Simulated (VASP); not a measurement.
# SiNi (rocksalt type) (Fm-3m) in VASP: a series of runs

SiNi (rocksalt type) is run at these levels: PBE; tasks: relaxation of cell and atoms.

Everything below comes from runs of VASP 6.6.1. Logs are shortened: lines on timing, memory, paths and dates and some standing lists are left out, and cuts for length are marked.

## 1. The cell of the first run

It takes space group Fm-3m (No. 225, cubic). The conventional cell has a = 4.605 Å, b = 4.605 Å, c = 4.605 Å, α = 90.00°, β = 90.00°, γ = 90.00°. Within 3.0 Å of Ni (site symmetry m-3m) lie 6 Si at 2.30 Å. Within 3.0 Å of Si (site symmetry m-3m) lie 6 Ni at 2.30 Å.

## 2. Relaxation of cell and atoms, PBE

INCAR

```
PREC = Accurate
ENCUT = 600
EDIFF = 1E-6
ISMEAR = -1
SIGMA = 0.05
LREAL = F
LASPH = T
NELM = 100
ALGO = Normal
ISIF = 3
LWAVE = F
LCHARG = F
GGA = PE
IBRION = 2
NSW = 60
EDIFFG = -0.005
```

KPOINTS

```
regular mesh
0
Gamma
  15 15 15
```

POSCAR

```
SiNi
1.0
    0.0000000000      2.3024851496      2.3024851496
    2.3024851496      0.0000000000      2.3024851496
    2.3024851496      2.3024851496      0.0000000000
Ni Si
1 1
Direct
    0.0000000000      0.0000000000      0.0000000000
    0.5000000000      0.5000000000      0.5000000000
```

Potentials or basis: VASP PAW PBE potentials, release 64 (Ni, Si).

Started as:

```bash
cat potpaw_PBE.64/Ni/POTCAR potpaw_PBE.64/Si/POTCAR > POTCAR
mpirun -np 1 vasp_std > vasp.out
```

OUTCAR:

```text
PREC = Accurate
   ENCUT = 600
   EDIFF = 1E-6
   ISMEAR = -1
   LREAL = F
   LASPH = T
   NELM = 100
   ISIF = 3
   GGA = PE
   IBRION = 2
   NSW = 60
   EDIFFG = -0.005

 ion  position               nearest neighbor table
   1  0.000  0.000  0.000-   2 2.30   2 2.30   2 2.30   2 2.30   2 2.30   2 2.30
   2  0.500  0.500  0.500-   1 2.30   1 2.30   1 2.30   1 2.30   1 2.30   1 2.30

  LATTYP: Found a face centered cubic cell.
 ALAT       =     4.6049702992

  Lattice vectors:

 A1 = (   0.0000000000,   2.3024851496,   2.3024851496)
 A2 = (   2.3024851496,   0.0000000000,   2.3024851496)
 A3 = (   2.3024851496,   2.3024851496,   0.0000000000)

Analysis of symmetry for initial positions (statically):
=====================================================================
 Subroutine PRICEL returns:
 Original cell was already a primitive cell.

 Routine SETGRP: Setting up the symmetry group for a
 face centered cubic supercell.

 Subroutine GETGRP returns: Found 48 space group operations
 (whereof 48 operations were pure point group operations)
 out of a pool of 48 trial point group operations.

The static configuration has the point symmetry O_h .

Analysis of symmetry for dynamics (positions and initial velocities):
=====================================================================
 Subroutine PRICEL returns:
 Original cell was already a primitive cell.

 Routine SETGRP: Setting up the symmetry group for a
 face centered cubic supercell.

 Subroutine GETGRP returns: Found 48 space group operations
 (whereof 48 operations were pure point group operations)
 out of a pool of 48 trial point group operations.

The dynamic configuration has the point symmetry O_h .

 Subroutine INISYM returns: Found 48 space group operations
 (whereof 48 operations are pure point group operations),
 and found     1 'primitive' translations

----------------------------------------------------------------------------------------

                                     Primitive cell

  volume of cell :      24.4130

  direct lattice vectors                    reciprocal lattice vectors
     0.000000000  2.302485150  2.302485150    -0.217156667  0.217156667  0.217156667
     2.302485150  0.000000000  2.302485150     0.217156667 -0.217156667  0.217156667
     2.302485150  2.302485150  0.000000000     0.217156667  0.217156667 -0.217156667

  length of vectors
     3.256205726  3.256205726  3.256205726     0.376126380  0.376126380  0.376126380

  position of ions in fractional coordinates (direct lattice)
     0.000000000  0.000000000  0.000000000
     0.500000000  0.500000000  0.500000000

[... 67 lines left out ...]
   PREC   = accura    normal or accurate (medium, high low for compatibility)
   ISTART =      0    job   : 0-new  1-cont  2-samecut
   ICHARG =      2    charge: 1-file 2-atom 10-const
   ISPIN  =      1    spin polarized calculation?
   LNONCOLLINEAR =      F non collinear calculations
   LSORBIT =      F    spin-orbit coupling
   LASPH  =      T    aspherical Exc in radial PAW
   ENCUT  =  600.0 eV  44.10 Ry    6.64 a.u.   6.50  6.50  6.50*2*pi/ulx,y,z
   NELM   =    100;   NELMIN=  2; NELMDL= -5     # of ELM steps
   EDIFF  = 0.1E-05   stopping-criterion for ELM
   LREAL  =      F    real-space projection
   EDIFFG = -.5E-02   stopping-criterion for IOM
   NSW    =     60    number of steps for IOM
   IBRION =      2    ionic relax: 0-MD 1-quasi-New 2-CG
   NFREE  =      1    steps in history (QN), initial steepest desc. (CG)
   ISIF   =      3    stress and relaxation
   ISYM   =      2    0-nonsym 1-usesym 2-fastsym
   POTIM  = 0.5000    time-step for ionic-motion
   TEBEG  =    0.0;   TEEND  =   0.0 temperature during run
   PSTRESS=    0.0 pullay stress
   NELECT =      14.0000    total number of electrons
   NUPDOWN=      -1.0000    fix difference up-down
   EMIN   =  10.00;   EMAX   =-10.00  energy-range for DOS
   EFERMI =   0.00;   METHOD = LEGACY
   ISMEAR =    -1;   SIGMA  =   0.05  broadening in eV -4-tet -1-fermi 0-gaus
   EFERMI_NEDOS =   21; number of points for ismear=-14 and -15
   IALGO  =     38    algorithm
   IMIX   =      4    mixing-type and parameters
     AMIX     =   0.40;   BMIX     =  1.00
     AMIX_MAG =   1.60;   BMIX_MAG =  1.00
  volume/ion in A,a.u.               =      12.21        82.37
  Fermi-wavevector in a.u.,A,eV,Ry     =   1.360120  2.570255 25.169790  1.849927
  Thomas-Fermi vector in A             =   2.486810
   LORBIT       =      0    0 simple, 1 ext, 2 COOP (PROOUT), +10 PAW based schemes
   GGA     = PE    functional components
   LHFCALC =     F    Hartree Fock is set to
   AEXX    =    0.0000 exact exchange contribution
   IVDW    =     0    specifies the selected vdW correction
   LEPSILON=     F    determine dielectric tensor
   LRPA    =     F    only Hartree local field effects (RPA)
 conjugate gradient relaxation of ions
 non-spin polarized calculation
  energy-cutoff  :      600.00
  volume of cell :       24.41
 maximum number of plane-waves:       869
 NGX is ok and might be reduce to    28
   NGX = 13   NGY = 13   NGZ = 13

--------------------------------------- Ionic step        1  -------------------------------------------

 number of electron      13.9999995 magnetization

 Free energy of the ion-electron system (eV)
  ---------------------------------------------------
  ext. energy  EPLUGINS =         0.00000000
  ---------------------------------------------------
  free energy    TOTEN  =       -10.77682245 eV

  energy without entropy =      -10.76711007  energy(sigma->0) =      -10.77196626

 E-fermi :  10.2006     XC(G=0): -12.1640

 val. band max:       10.1894230509   @ k =  -0.3333   0.2667   0.0000
 cond. band min:      10.2049344470   @ k =  -0.2667   0.2667   0.0000
 fundamental gap:      0.0155113961
 Fermi energy:        10.2005799678

 k-point     1 :       0.0000    0.0000    0.0000
  band No.  band energies     occupation
      1      -2.4886      2.00000
      2       7.3940      2.00000
      3       7.3940      2.00000
      4       7.3940      2.00000
      5       7.4360      2.00000
      6       7.4360      2.00000
      7      14.6043      0.00000
      8      14.6043      0.00000
      9      14.6043      0.00000
     10      20.5979      0.00000
     11      20.5979      0.00000
[... 465 lines left out ...]
--------------------------------------- Ionic step        5  -------------------------------------------

 number of electron      14.0000003 magnetization

 Free energy of the ion-electron system (eV)
  ---------------------------------------------------
  ext. energy  EPLUGINS =         0.00000000
  ---------------------------------------------------
  free energy    TOTEN  =       -10.87135132 eV

  energy without entropy =      -10.86106413  energy(sigma->0) =      -10.86620773

 E-fermi :   8.9956     XC(G=0): -11.7467

 val. band max:        8.9929318385   @ k =   0.4667   0.4000   0.0667
 cond. band min:       8.9959834624   @ k =  -0.4667   0.3333   0.0000
 fundamental gap:      0.0030516239
 Fermi energy:         8.9955567109

 k-point     1 :       0.0000    0.0000    0.0000
  band No.  band energies     occupation
      1      -2.9796      2.00000
      2       6.5563      2.00000
      3       6.5563      2.00000
      4       6.5563      2.00000
      5       6.5735      2.00000
      6       6.5735      2.00000
      7      13.0326      0.00000
      8      13.0326      0.00000
      9      13.0326      0.00000
     10      19.0933      0.00000
     11      19.0933      0.00000
[... 351 lines left out ...]
  FREE ENERGIE OF THE ION-ELECTRON SYSTEM (eV)
  ---------------------------------------------------
  free  energy   TOTEN  =       -10.8713513196 eV

  energy  without entropy=      -10.8610641319  energy(sigma->0) =      -10.86620773

 reached required accuracy - stopping structural energy minimisation
```

OSZICAR:

```text
N       E                     dE             d eps       ncg     rms          rms(c)
DAV:   1     0.538802671801E+02    0.53880E+02   -0.70975E+03  2640   0.160E+03
[... 41 lines left out ...]
DAV:   3    -0.108713728194E+02    0.27927E-02   -0.14071E-02  2931   0.224E+00    0.410E-02
DAV:   4    -0.108713519325E+02    0.20887E-04   -0.12160E-04  2718   0.107E-01    0.113E-02
DAV:   5    -0.108713510155E+02    0.91698E-06   -0.70629E-06  2933   0.431E-02
   4 F= -.10871351E+02 E0= -.10866208E+02  d E =-.945286E-01
       N       E                     dE             d eps       ncg     rms          rms(c)
DAV:   1    -0.108713512957E+02    0.63684E-06   -0.79077E-07  1410   0.139E-02    0.191E-03
DAV:   2    -0.108713513196E+02   -0.23870E-07   -0.13077E-06  1356   0.232E-02
   5 F= -.10871351E+02 E0= -.10866208E+02  d E =-.304016E-06
```

Wall time 3.8 min (1 thread of Intel Xeon 8259CL, shared host); peak memory 0.2 GiB.

Results:

```
Free energy                           : -10.8714 eV
Relaxed volume                        : 13.30 Å³/atom
Relaxed cell                          : a = 3.351 Å, b = 3.351 Å, c = 3.351 Å, α = 60.00°, β = 60.00°, γ = 60.00°
Space group after relaxing (to 0.1 Å) : Fm-3m (No. 225)
Energy gained by relaxing             : 47.3 meV/atom
Ionic steps                           : 5
Pressure after relaxing               : 0.0 GPa
Band gap on the k mesh                : zero (bands 7 and 8 overlap by 4.82 eV)
```

Step by step:
| step | energy change (eV) | largest force (eV/Å) | pressure (GPa) | volume (Å³) |
| --- | --- | --- | --- | --- |
| 1 | 0.0000 | 0.0000 | 14.79 | 24.41 |
| 2 | -0.0381 | 0.0000 | -8.55 | 28.61 |
| 3 | -0.0945 | 0.0000 | -0.07 | 26.65 |
| 4 | -0.0945 | 0.0000 | 0.13 | 26.60 |
| 5 | -0.0945 | 0.0000 | -0.03 | 26.60 |

Final structure:
```
Ni Si
1.0
     0.00000    2.36935    2.36935
     2.36935    0.00000    2.36935
     2.36935    2.36935    0.00000
Ni Si
1 1
Direct
  0.00000 0.00000 0.00000
  0.50000 0.50000 0.50000
```

Levels at points of the mesh, in eV from the Fermi level:
```csv
k point,band 5,band 6,band 7,band 8,band 9,band 10
"(0.00, 0.00, 0.00)",-2.42,-2.42,4.04,4.04,4.04,10.10
```

## 3. Relaxation of cell and atoms, PBE, target pressure 12 GPa, at which the enthalpy is minimised

This run uses another cell than the first one, of 12.38 Å³/atom.

INCAR

```
SYSTEM = SiNi
  PREC = Accurate
  ENCUT = 600
  EDIFF = 1E-7
  ISMEAR = -1
  SIGMA = 0.05
  LREAL = .FALSE.
  LASPH = .TRUE.
  NELM = 80
  ALGO = Normal
  ISIF = 3
  LWAVE = .FALSE.
  LCHARG = .FALSE.
  GGA = PE
  IBRION = 2
  NSW = 60
  EDIFFG = -0.005
  PSTRESS = 120.0
```

KPOINTS

```
Automatic mesh
0
G
  15 15 15
  0 0 0
```

POSCAR

```
SiNi
1.0
    0.0000000000      2.3132102729      2.3132102729
    2.3132102729      0.0000000000      2.3132102729
    2.3132102729      2.3132102729      0.0000000000
Ni Si
1 1
Direct
    0.0000000000      0.0000000000      0.0000000000
    0.5000000000      0.5000000000      0.5000000000
```

Potentials or basis: VASP PAW PBE potentials, release 64 (Ni, Si).

Started as:

```bash
cat potpaw_PBE.64/Ni/POTCAR potpaw_PBE.64/Si/POTCAR > POTCAR
mpirun -np 1 vasp_std > vasp.out
```

Wall time 57 s (1 thread of Intel Xeon 8259CL, shared host); peak memory 0.19 GiB.

It converged, with:

```yaml
Free_energy: -10.8056 eV
Pressure_after_relaxing: 12.0 GPa
Band_gap_on_the_k_mesh: zero (bands 7 and 8 overlap by 5.21 eV)
```

Final structure:
```cif
data_structure
_symmetry_space_group_name_H-M 'P 1'
_symmetry_Int_Tables_number 1
_cell_length_a 3.2714
_cell_length_b 3.2714
_cell_length_c 3.2714
_cell_angle_alpha 60.000
_cell_angle_beta 60.000
_cell_angle_gamma 60.000
_cell_volume 24.76
loop_
_atom_site_label
_atom_site_type_symbol
_atom_site_fract_x
_atom_site_fract_y
_atom_site_fract_z
_atom_site_occupancy
Ni1 Ni 0.00000 0.00000 0.00000 1
Si1 Si 0.50000 0.50000 0.50000 1
```

Levels at points of the mesh, in eV from the Fermi level:
| k point | band 5 | band 6 | band 7 | band 8 | band 9 | band 10 |
| --- | --- | --- | --- | --- | --- | --- |
| (0.00, 0.00, 0.00) | -2.71 | -2.71 | 4.34 | 4.34 | 4.34 | 10.35 |

Caveat: the relaxation stopped at its first step, so nothing moved; the cell is relaxed towards a set pressure, so the run minimises the enthalpy, not the energy.

## 4. Relaxation of cell and atoms, PBE, target pressure 12 GPa, at which the enthalpy is minimised

This run uses another cell than the first one, of 12.38 Å³/atom.

INCAR

```
  ALGO = Normal
  EDIFF = 1E-6
  EDIFFG = -0.005
  ENCUT = 600
  GGA = PE
  IBRION = 2
  ISIF = 3
  ISMEAR = -1
  LASPH = T
  LCHARG = F
  LREAL = F
  LWAVE = F
  NELM = 80
  NSW = 32
  PREC = Accurate
  PSTRESS = 120.0
  SIGMA = 0.05
```

KPOINTS

```
k-points
0
Gamma
  15 15 15
```

POSCAR

```
SiNi
1.0
    0.0000000000      2.3135812986      2.3135812986
    2.3135812986      0.0000000000      2.3135812986
    2.3135812986      2.3135812986      0.0000000000
Ni Si
1 1
Direct
    0.0000000000      0.0000000000      0.0000000000
    0.5000000000      0.5000000000      0.5000000000
```

Started as:

```bash
cat potpaw_PBE.64/Ni/POTCAR potpaw_PBE.64/Si/POTCAR > POTCAR
mpirun -np 1 vasp_std > vasp.out
```

Run time: 54 s. Hardware: 1 thread of Intel Xeon 8259CL, shared host; peak memory 0.19 GiB.

The run converged. Its results:

```
Free energy             : -10.8065 eV
Pressure after relaxing : 11.9 GPa
Band gap on the k mesh  : zero (bands 7 and 8 overlap by 5.21 eV)
```

Final structure:
```
Ni Si
1.0
     0.00000    2.31358    2.31358
     2.31358    0.00000    2.31358
     2.31358    2.31358    0.00000
Ni Si
1 1
Direct
  0.00000 0.00000 0.00000
  0.50000 0.50000 0.50000
```

Levels at points of the mesh, in eV from the Fermi level:
```
           k point  band 5  band 6  band 7  band 8  band 9  band 10
(0.00, 0.00, 0.00)   -2.70   -2.70    4.34    4.34    4.34    10.35
```

Caveat: the relaxation stopped at its first step, so nothing moved; the cell is relaxed towards a set pressure, so the run minimises the enthalpy, not the energy. Spin polarisation is off, so any magnetic state and its effect on volume and gap are missing.

## 5. Summary

| cell | gap on the mesh (eV) | pressure (GPa) |
| --- | --- | --- |
| relaxed from a = 3.256 Å, angles 60.0°, 2 atoms | none | 0.0 |
| relaxed to 12 GPa from a = 3.271 Å, angles 60.0°, 2 atoms | none | 12.0 |
| relaxed to 12 GPa from a = 3.272 Å, angles 60.0°, 2 atoms | none | 11.9 |

Alike in all rows: task relaxation of cell and atoms; level PBE; potentials or basis VASP PAW PBE potentials, release 64 (Ni, Si); no spin polarisation; k mesh 15 × 15 × 15; cutoff (eV) 600; smearing fermi-dirac 0.05 eV.

Caveats: the relaxation stopped at its first step, so nothing moved (at least some runs); the cell is relaxed towards a set pressure, so the run minimises the enthalpy, not the energy (at least some runs).

Total energies depend on the potentials used, so only differences within one code and one set of settings carry meaning.
